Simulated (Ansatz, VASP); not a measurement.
# ZnSn4N in VASP and in Ansatz

```
CELL_PARAMETERS angstrom
0.00000 4.06491 4.06491
4.06491 0.00000 4.06491
4.06491 4.06491 0.00000
ATOMIC_POSITIONS crystal
Zn 0.75000 0.75000 0.75000
Sn 0.87509 0.37497 0.37497
Sn 0.37497 0.37497 0.37497
Sn 0.37497 0.87509 0.37497
Sn 0.37497 0.37497 0.87509
N 0.00000 0.00000 0.00000
```

Change from the starting cell: species swapped into the CeYNi4 type (F-43m, No. 216).

Alike in both runs: task relaxation of cell and atoms; functional PBE; k mesh 4 × 4 × 4; occupations gaussian, width 0.1 eV; no spin polarisation.

|  | VASP | Ansatz |
| --- | --- | --- |
| version | VASP 6.6.1 | Ansatz 0.2.0 |
| potentials or method | VASP PAW PBE potentials, release 64 (Zn, Sn_d, N), cutoff 600 eV | scalar-relativistic, plane waves, PAW |
| valence electrons in the cell | 73 | 73 |

|  | VASP | Ansatz | Ansatz less VASP |
| --- | --- | --- | --- |
| gap on the k mesh at the Fermi level, each at its own relaxed structure (eV) | none | none | - |
| relaxed volume (Å³/atom) | 25.91 | 25.83 | -0.084 |
| relaxed cell length with the largest relative difference (Å) | 6.035 | 6.029 | -0.0066 |

A gap of «none» marks a metal or a gap that the smearing closes.

Noted on VASP's run: the volume moved by over 15 % at a fixed basis, so the end points are rough.
